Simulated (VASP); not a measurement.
# SrO (Fm-3m) in VASP: single point with HSE06

Aim: the single point of SrO with HSE06.

Everything below comes from runs of VASP 6.6.1. Logs are shortened: lines on timing, memory, paths and dates and some standing lists are left out, and cuts for length are marked.

## 1. The cell of the first run

Symmetry: Fm-3m, No. 225, cubic system. Conventional cell: a = 5.351 Å, b = 5.351 Å, c = 5.351 Å, α = 90.00°, β = 90.00°, γ = 90.00°. Within 3.5 Å of Sr (site symmetry m-3m) lie 6 O at 2.68 Å. O (site symmetry m-3m) has 6 Sr at 2.68 Å within 3.5 Å.

## 2. Single point, HSE06 (strain +3.7%)

The input, POSCAR:

```
SrO
1.0
    0.0000000000      2.6756067366      2.6756067366
    2.6756067366      0.0000000000      2.6756067366
    2.6756067366      2.6756067366      0.0000000000
Sr O
1 1
Direct
    0.5000000000      0.5000000000      0.5000000000
    0.0000000000      0.0000000000      0.0000000000
```

The input, INCAR.step1:

```
SYSTEM = SrO
ALGO = Normal
EDIFF = 1E-5
ENCUT = 520
GGA = PE
ISIF = 2
ISMEAR = 0
LASPH = .TRUE.
LREAL = .FALSE.
LWAVE = .TRUE.
NBANDS = 15
NELM = 100
PREC = Accurate
SIGMA = 0.01
```

The input, INCAR.step2:

```
SYSTEM = SrO
ALGO = Normal
EDIFF = 1E-6
ENCUT = 520
GGA = PE
HFSCREEN = 0.2079
ISIF = 2
ISMEAR = 0
ISTART = 1
LASPH = .TRUE.
LCHARG = .TRUE.
LELF = .TRUE.
LHFCALC = .TRUE.
LREAL = .FALSE.
LVHAR = .TRUE.
LWAVE = .FALSE.
NBANDS = 15
NELM = 100
PREC = Accurate
PRECFOCK = Normal
SIGMA = 0.01
```

The input, KPOINTS:

```
k-points
0
G
  6 6 6
  0 0 0
```

Potentials or basis: VASP PAW PBE potentials, release 64 (Sr_sv, O).

Command:

```bash
cat potpaw_PBE.64/Sr_sv/POTCAR potpaw_PBE.64/O/POTCAR > POTCAR
cp INCAR.step1 INCAR
mpirun -np 1 vasp_std > vasp.out
cp INCAR.step2 INCAR
mpirun -np 1 vasp_std > vasp.out
```

OUTCAR:

```text
SYSTEM = SrO
   EDIFF = 1E-6
   ENCUT = 520
   GGA = PE
   HFSCREEN = 0.2079
   ISIF = 2
   ISMEAR = 0
   ISTART = 1
   LASPH = .TRUE.
   LHFCALC = .TRUE.
   LREAL = .FALSE.
   NELM = 100
   PREC = Accurate
   PRECFOCK = Normal

 ion  position               nearest neighbor table
   1  0.500  0.500  0.500-   2 2.68   2 2.68   2 2.68   2 2.68   2 2.68   2 2.68
   2  0.000  0.000  0.000-   1 2.68   1 2.68   1 2.68   1 2.68   1 2.68   1 2.68

  LATTYP: Found a face centered cubic cell.
 ALAT       =     5.3512134732

  Lattice vectors:

 A1 = (   0.0000000000,   2.6756067366,   2.6756067366)
 A2 = (   2.6756067366,   0.0000000000,   2.6756067366)
 A3 = (   2.6756067366,   2.6756067366,   0.0000000000)

Analysis of symmetry for initial positions (statically):
=====================================================================
 Subroutine PRICEL returns:
 Original cell was already a primitive cell.

 Routine SETGRP: Setting up the symmetry group for a
 face centered cubic supercell.

 Subroutine GETGRP returns: Found 48 space group operations
 (whereof 48 operations were pure point group operations)
 out of a pool of 48 trial point group operations.

The static configuration has the point symmetry O_h .

Analysis of symmetry for dynamics (positions and initial velocities):
=====================================================================
 Subroutine PRICEL returns:
 Original cell was already a primitive cell.

 Routine SETGRP: Setting up the symmetry group for a
 face centered cubic supercell.

 Subroutine GETGRP returns: Found 48 space group operations
 (whereof 48 operations were pure point group operations)
 out of a pool of 48 trial point group operations.

The dynamic configuration has the point symmetry O_h .

 Subroutine INISYM returns: Found 48 space group operations
 (whereof 48 operations are pure point group operations),
 and found     1 'primitive' translations

----------------------------------------------------------------------------------------

                                     Primitive cell

  volume of cell :      38.3086

  direct lattice vectors                    reciprocal lattice vectors
     0.000000000  2.675606737  2.675606737    -0.186873502  0.186873502  0.186873502
     2.675606737  0.000000000  2.675606737     0.186873502 -0.186873502  0.186873502
     2.675606737  2.675606737  0.000000000     0.186873502  0.186873502 -0.186873502

  length of vectors
[... 91 lines left out ...]
   IMIX   =      1    mixing-type and parameters
     AMIX     =   0.40;   BMIX     =  1.00
     AMIX_MAG =   1.60;   BMIX_MAG =  1.00
  volume/ion in A,a.u.               =      19.15       129.26
  Fermi-wavevector in a.u.,A,eV,Ry     =   1.223721  2.312498 20.374643  1.497494
  Thomas-Fermi vector in A             =   2.358822
   LORBIT       =      0    0 simple, 1 ext, 2 COOP (PROOUT), +10 PAW based schemes
   GGA     = PE    functional components
   LHFCALC =     T    Hartree Fock is set to
   PRECFOCK=normal    Normal, Fast or Accurate (Low or Medium for compatibility)
   ENCUT4O =  -1.0   cutoff for four orbital integrals eV
   NKREDX  =     1    reduce k-point grid by
   NKREDY  =     1    reduce k-point grid by
   NKREDZ  =     1    reduce k-point grid by
   AEXX    =    0.2500 exact exchange contribution
   HFSCREEN=    0.2079 screening length (either q_TF or 0.3 A-1)
   HFSCREENC=   0.2079 screening length for correlation (either q_TF or 0.3 A-1)
   ENCUTFOCK=  -1.0 apply spherical cutoff to Coloumb kernel
   IVDW    =     0    specifies the selected vdW correction
   LEPSILON=     F    determine dielectric tensor
   LRPA    =     F    only Hartree local field effects (RPA)
 non-spin polarized calculation
 Gauss-broadening in eV      SIGMA  =   0.01
  energy-cutoff  :      520.00
  volume of cell :       38.31
 maximum number of plane-waves:      1056
  NGX = 24; NGY = 24; NGZ = 24

 number of electron      16.0000004 magnetization

 Free energy of the ion-electron system (eV)
  ---------------------------------------------------
  ext. energy  EPLUGINS =         0.00000000
  ---------------------------------------------------
  free energy    TOTEN  =       -14.08149720 eV

  energy without entropy =      -14.08149720  energy(sigma->0) =      -14.08149720

 E-fermi :   0.2816     XC(G=0):  -7.8300

 val. band max:        0.1145289330   @ k =   0.0000   0.0000   0.0000
 cond. band min:       4.7069821673   @ k =   0.0000   0.0000   0.0000
 fundamental gap:      4.5924532343
 Fermi energy:         0.2816149069

 k-point     1 :       0.0000    0.0000    0.0000
  band No.  band energies     occupation
      1     -34.7028      2.00000
      2     -16.3014      2.00000
      3     -15.1557      2.00000
      4     -15.1556      2.00000
      5     -15.1556      2.00000
      6       0.1145      2.00000
      7       0.1145      2.00000
      8       0.1145      2.00000
      9       4.7070      0.00000
     10       7.6539      0.00000
     11       7.6539      0.00000
     12       7.6539      0.00000
     13       9.6522      0.00000
     14       9.6522      0.00000
[... 257 lines left out ...]
      2     -16.6673      2.00000
      3     -15.7395      2.00000
      4     -15.5273      2.00000
      5     -14.8551      2.00000
      6      -0.7140      2.00000
      7      -0.5194      2.00000
      8      -0.3056      2.00000
      9       6.0919      0.00000
     10       8.7772      0.00000
     11       9.4285      0.00000
     12      12.0536      0.00000
     13      12.1738      0.00000
     14      13.4320      0.00000
     15      14.1696      0.00000

------------------------ aborting loop because EDIFF is reached ----------------------------------------

  FORCE on cell =-STRESS in cart. coord.  units (eV):
  Direction    XX          YY          ZZ          XY          YZ          ZX
  --------------------------------------------------------------------------------------
  -------------------------------------------------------------------------------------
  Total       -1.8679277     -1.8679277     -1.8679277      0.0000000     -0.0000000      0.0000000
  in kB      -78.1220833    -78.1220833    -78.1220833      0.0000000     -0.0000000      0.0000000
  external PRESSURE =     -78.1220833 kB  Pullay stress =       0.0000000 kB

 VOLUME and BASIS-vectors are now :
 -----------------------------------------------------------------------------
  energy-cutoff  :      520.00
  volume of cell :       38.31
      direct lattice vectors                 reciprocal lattice vectors
     0.000000000  2.675606737  2.675606737    -0.186873502  0.186873502  0.186873502
     2.675606737  0.000000000  2.675606737     0.186873502 -0.186873502  0.186873502
     2.675606737  2.675606737  0.000000000     0.186873502  0.186873502 -0.186873502

 POSITION                                       TOTAL-FORCE (eV/Angst)
 -----------------------------------------------------------------------------------
      2.67561      2.67561      2.67561        -0.000000     -0.000000     -0.000000
      0.00000      0.00000      0.00000         0.000000      0.000000      0.000000
 -----------------------------------------------------------------------------------
    total drift:                                0.000000      0.000000      0.000000

  FREE ENERGIE OF THE ION-ELECTRON SYSTEM (eV)
  ---------------------------------------------------
  free  energy   TOTEN  =       -14.0814971969 eV

  energy  without entropy=      -14.0814971969  energy(sigma->0) =      -14.08149720
```

OUTCAR.step1:

```text
SYSTEM = SrO
   EDIFF = 1E-5
   ENCUT = 520
   GGA = PE
   ISIF = 2
   ISMEAR = 0
[... 499 lines left out ...]
      2.67561      2.67561      2.67561         0.000000      0.000000      0.000000
      0.00000      0.00000      0.00000        -0.000000     -0.000000     -0.000000
 -----------------------------------------------------------------------------------
    total drift:                                0.000000      0.000000      0.000000

  FREE ENERGIE OF THE ION-ELECTRON SYSTEM (eV)
  ---------------------------------------------------
  free  energy   TOTEN  =       -11.9971155994 eV

  energy  without entropy=      -11.9971155994  energy(sigma->0) =      -11.99711560
```

OSZICAR.step1:

```text
N       E                     dE             d eps       ncg     rms          rms(c)
DAV:   1     0.672323281150E+02    0.67232E+02   -0.76646E+03   480   0.987E+02
DAV:   2    -0.101438376311E+02   -0.77376E+02   -0.70187E+02   667   0.211E+02
DAV:   3    -0.141492983774E+02   -0.40055E+01   -0.39780E+01   730   0.417E+01
DAV:   4    -0.142097016328E+02   -0.60403E-01   -0.60396E-01   569   0.405E+00
DAV:   5    -0.142101898952E+02   -0.48826E-03   -0.48826E-03   616   0.333E-01    0.135E+01
DAV:   6    -0.121948876648E+02    0.20153E+01   -0.73139E+00   487   0.187E+01    0.156E+01
DAV:   7    -0.120081401666E+02    0.18675E+00   -0.41425E-01   536   0.533E+00    0.900E+00
DAV:   8    -0.119966522775E+02    0.11488E-01   -0.13016E-01   613   0.376E+00    0.447E-01
DAV:   9    -0.119964123348E+02    0.23994E-03   -0.80288E-03   562   0.633E-01    0.239E-01
DAV:  10    -0.119968898032E+02   -0.47747E-03   -0.50506E-04   536   0.222E-01    0.956E-02
DAV:  11    -0.119970928021E+02   -0.20300E-03   -0.23608E-04   515   0.109E-01    0.315E-02
DAV:  12    -0.119971171593E+02   -0.24357E-04   -0.29802E-05   535   0.362E-02    0.200E-02
DAV:  13    -0.119971155994E+02    0.15599E-05   -0.79639E-07   317   0.106E-02
   1 F= -.11997116E+02 E0= -.11997116E+02  d E =-.457850-107
```

Wall time 34 min (1 thread of Intel Xeon Platinum 8488C (Sapphire Rapids), shared host); peak memory 0.28 GiB.

What came out:

```
Free energy            : -14.0815 eV
Pressure               : -7.8 GPa
Band gap on the k mesh : 4.59 eV
```

Levels at points of the mesh, in eV from the valence-band top:
```csv
k point,band 6,band 7,band 8,band 9,band 10,band 11
"(0.00, 0.00, 0.00)",0.00,0.00,0.00,4.59,7.54,7.54
"(0.50, 0.00, 0.00)",-2.04,-0.98,-0.98,7.66,8.98,9.96
"(0.50, 0.50, 0.00)",-0.66,-0.17,-0.17,4.74,8.62,11.04
```

Caveat: the cell differs from its parent crystal (strain +3.7%); the cell stands under tension; the PAW data sets were made with another functional, which shifts forces and pressure a little.
